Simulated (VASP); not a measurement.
Write the native input for VASP 6.6.1 that does the following.

| Item | Value |
| --- | --- |
| Task | single point |
| Functional | PBE |
| Potentials or basis | VASP PAW PBE potentials, release 64 (Al, N) |
| Cutoff | 520 eV |
| k mesh | 10 × 10 × 10 |
| Occupations | gaussian, width 0.05 eV |
| Spin | no spin polarisation |
| Dipole correction | no |
| Further INCAR settings | ALGO = Normal; EDIFF = 1e-06; NBANDS = 11 |

The structure of AlN lies in POSCAR:

```
AlN
1.0
   -0.1209392658      1.9762734356      1.9762734356
    1.9762734356     -0.1209392658      1.9762734356
    1.9762734356      1.9762734356     -0.1209392658
Al N
1 1
Direct
    0.5000000000      0.5000000000      0.5000000000
    0.0000000000      0.0000000000      0.0000000000
```

One way to write it, as run:

INCAR

```
SYSTEM = AlN
PREC = Accurate
ENCUT = 520
EDIFF = 1E-6
ISMEAR = 0
SIGMA = 0.05
LREAL = .False.
LASPH = .True.
NELM = 80
ALGO = Normal
ISIF = 2
LWAVE = .False.
LCHARG = .False.
GGA = PE
NBANDS = 11
```

KPOINTS

```
regular mesh
0
Gamma
  10 10 10
  0 0 0
```

Potentials or basis: VASP PAW PBE potentials, release 64 (Al, N).

Launch:

```sh
$ cat potpaw_PBE.64/Al/POTCAR potpaw_PBE.64/N/POTCAR > POTCAR
$ mpirun -np 1 vasp_std > vasp.out
```

Results of the run:

```
Pressure               : 0.5 GPa
Band gap on the k mesh : 3.07 eV, indirect (least direct gap 4.37 eV)
```

Wall time 31 s on 1 thread of AMD EPYC 7R43 64-Core Processor (Zen 3), on a shared host, peak memory 0.11 GiB.
